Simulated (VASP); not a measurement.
A run of VASP 6.6.1 is set up as follows.

File INCAR:

```
SYSTEM = Ga
ALGO     = Normal         ! electronic algorithm
EDIFF    = 1E-6           ! SCF threshold, eV
ENCUT    = 520            ! plane-wave cutoff, eV
GGA      = PE             ! functional
ISIF     = 2              ! what is computed and relaxed
ISMEAR   = -1             ! smearing method
LASPH    = .TRUE.         ! aspherical terms in the spheres
LCHARG   = .TRUE.         ! write CHGCAR
LELF     = .TRUE.         ! ELF
LREAL    = .FALSE.        ! projectors in reciprocal space
LVHAR    = .TRUE.       
LWAVE    = .FALSE.        ! write WAVECAR
NBANDS   = 12             ! bands
NELM     = 60             ! most SCF steps
PREC     = Accurate       ! precision mode
SIGMA    = 0.1            ! smearing width, eV
```

KPOINTS

```
k-points
0
G
  20 20 20
  0 0 0
```

The input POSCAR:

```
Ga
1.0
   -1.3508257644      1.3508257644      1.3508257644
    1.3508257644     -1.3508257644      1.3508257644
    1.3508257644      1.3508257644     -1.3508257644
Ga
1
Direct
    0.0000000000      0.0000000000      0.0000000000
```

Potentials or basis: VASP PAW PBE potentials, release 64 (Ga_d).

The run is started by

```sh
$ cat potpaw_PBE.64/Ga_d/POTCAR > POTCAR
$ mpirun -np 1 vasp_std > vasp.out
```

Question: Estimate the band gap on the k mesh.

Answer: Zero (an odd number of electrons rules out a gap without spin polarisation).

Question: Estimate the pressure.

Answer: 161.2 GPa.

Caveat: the cell stands under pressure.
